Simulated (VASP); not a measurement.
Input of a VASP 6.6.1 run:

File INCAR:

```
ALGO = Normal ; EDIFF = 1E-6
ENCUT = 600 ; GGA = PE
GGA_COMPAT = F ; ISIF = 2
ISMEAR = 0 ; LASPH = T
LCHARG = F ; LMAXMIX = 6
LREAL = F ; LWAVE = F
NBANDS = 12 ; NELM = 200
PREC = Accurate ; SIGMA = 0.1
```

The input KPOINTS:

```
k-points
0
Gamma
  14 14 14
```

The input POSCAR:

```
ErBe
1.0
    3.4776175116      0.0000000000      0.0000000000
    0.0000000000      3.4776175116      0.0000000000
    0.0000000000      0.0000000000      3.4776175116
Er Be
1 1
Direct
    0.5000000000      0.5000000000      0.5000000000
    0.0000000000      0.0000000000      0.0000000000
```

Potentials or basis: VASP PAW PBE potentials, release 64 (Er_3, Be), 4f in core.

Launch:

```sh
$ cat potpaw_PBE.64/Er_3/POTCAR potpaw_PBE.64/Be/POTCAR > POTCAR
$ mpirun -np 1 vasp_std > vasp.out
```

(1) Estimate the band gap on the k mesh.

(2) Predict the pressure.

Results:

(1) zero (an odd number of electrons rules out a gap without spin polarisation).

(2) -5.1 GPa.

Caveat: the cell stands under tension; spin-orbit coupling is left out, which moves the levels of the heavy elements; the 4f electrons are frozen in the core, so they carry no moment and show no levels.
